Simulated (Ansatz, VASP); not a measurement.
## One calculation of O, two programs

```
O
1.0
    14.00000    0.00000    0.00000
     0.00000   14.40000    0.00000
     0.00000    0.00000   14.80000
O
1
Cartesian
  7.0000 7.2000 7.4000
```

Alike in both runs: task single point; functional PBE; k mesh 1 × 1 × 1; occupations fermi-dirac, width 0.01 eV; collinear spin.

|  | VASP | Ansatz |
| --- | --- | --- |
| version | VASP 6.6.1 | Ansatz 0.2.0 |
| potentials or method | VASP PAW PBE potentials, release 64 (O), cutoff 520 eV | plane waves (420 eV) with PAW, scalar-relativistic |
| valence electrons in the cell | 6 | 6 |

```tsv
	VASP	Ansatz	Ansatz less VASP
gap on the k mesh at the Fermi level (eV)	3.03	1.08	-1.953
net moment per atom (μB)	2.00	2.00	0.000
size of the moment on the site where the two differ most (μB)	1.55	2.00	+0.452
```

Site moments also hang on the region over which each program counts them. Ansatz's warnings: negative dielectric reading, stability check not made.
